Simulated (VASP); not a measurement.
K: single point with PBE

K:

```
K
1.0
    -2.67945    2.67945    2.67945
     2.67945   -2.67945    2.67945
     2.67945    2.67945   -2.67945
K
1
Direct
  0.00000 0.00000 0.00000
```

This cell differs from its parent crystal: volume scaled by 0.98.

| Quantity | Value |
| --- | --- |
| Program | VASP 6.6.1 |
| Task | single point |
| Functional | PBE |
| Potentials or basis | VASP PAW PBE potentials, release 64 (K_sv) |
| Cutoff | 520 eV |
| k mesh | 7 × 7 × 7 |
| Occupations | fermi-dirac, width 0.05 eV |
| Spin | no spin polarisation |

* Pressure: -0.2 GPa

Levels at points of the mesh, in eV from the Fermi level:
| k point | band 3 | band 4 | band 5 | band 6 | band 7 | band 8 |
| --- | --- | --- | --- | --- | --- | --- |
| (0.00, 0.00, 0.00) | -15.61 | -15.61 | -2.09 | 4.26 | 4.26 | 4.26 |

Wall time 11 s on 1 thread of Intel(R) Xeon(R) Platinum 8259CL CPU @ 2.50GHz (Skylake/Cascade Lake), with other jobs on the host, peak memory 0.19 GiB.
